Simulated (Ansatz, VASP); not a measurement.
TiC in VASP and in Ansatz

```
Ti C
1.0
     0.00000    2.13060    2.13060
     2.13060    0.00000    2.13060
     2.13060    2.13060    0.00000
Ti C
1 1
Cartesian
  0.0000 0.0000 0.0000
  2.1306 2.1306 2.1306
```

Alike in both runs: functional LDA; k mesh 16 × 16 × 16; occupations fermi-dirac, width 0.15 eV; no spin polarisation.

Ansatz relaxed the structure, and its values are those at the end. VASP's run is a single point on that final structure, the one shown.

|  | VASP | Ansatz |
| --- | --- | --- |
| version | VASP 6.6.1 | Ansatz 0.2.0 |
| potentials or method | VASP PAW LDA potentials, release 64 (Ti_sv, C), cutoff 520 eV | scalar-relativistic, plane waves, PAW |
| valence electrons in the cell | 16 | 16 |

VASP gave:

* gap on the k mesh at the Fermi level (eV): none
* pressure (GPa): 0.7

**Question.** Which values does Ansatz return?

**Answer.** gap on the k mesh at the Fermi level (eV): none; pressure (GPa): 0.0.

LDA's correlation is that of Perdew and Zunger in VASP and of Perdew and Wang (1992) in Ansatz. A gap of «none» marks a metal or a gap that the smearing closes.
